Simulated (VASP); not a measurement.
Input of a VASP 6.6.1 run:

File INCAR:

```
PREC = Accurate
ENCUT = 520
EDIFF = 1E-6
ISMEAR = 0
SIGMA = 0.01
LREAL = F
LASPH = T
NELM = 80
ALGO = Normal
ISIF = 2
LWAVE = F
LCHARG = F
GGA = PS
NBANDS = 35
```

KPOINTS

```
Automatic mesh
0
Gamma
  6 6 2
```

POSCAR

```
WSe2
1.0
    3.2996683534      0.0000000000      0.0000000000
   -1.6498341767      2.8575966181      0.0000000000
    0.0000000000      0.0000000000     13.1485346418
W Se
2 4
Direct
    0.6666666667      0.3333333333      0.7500000000
    0.3333333333      0.6666666667      0.2500000000
    0.3333333333      0.6666666667      0.8766615397
    0.6666666667      0.3333333333      0.3766615397
    0.3333333333      0.6666666667      0.6233384603
    0.6666666667      0.3333333333      0.1233384603
```

Potentials or basis: VASP PAW PBE potentials, release 64 (W_sv, Se).

Command:

```sh
$ cat potpaw_PBE.64/W_sv/POTCAR potpaw_PBE.64/Se/POTCAR > POTCAR
$ mpirun -np 1 vasp_std > vasp.out
```

Question: What does it give for the largest force?

Answer: 0.025 eV/Å.

Question: Estimate the band gap on the k mesh.

Answer: 1.00 eV, indirect (least direct gap 1.48 eV).

Question: Estimate the pressure.

Answer: -1.1 GPa.

Forces in eV/Å, atoms in the order of the input:
```
W    0.000  0.000  0.000
W    0.000  0.000  0.000
Se   0.000  0.000  0.025
Se   0.000  0.000  0.025
Se   0.000  0.000 -0.025
Se   0.000  0.000 -0.025
```

Caveat: the PAW data sets were made with another functional, which shifts forces and pressure a little; spin-orbit coupling is left out, which moves the levels of the heavy elements; this functional lacks dispersion, which binds the layers, so the pressure and a relaxed spacing across them are unreliable. PBEsol gaps usually lie below the measured ones, often by a third to a half.
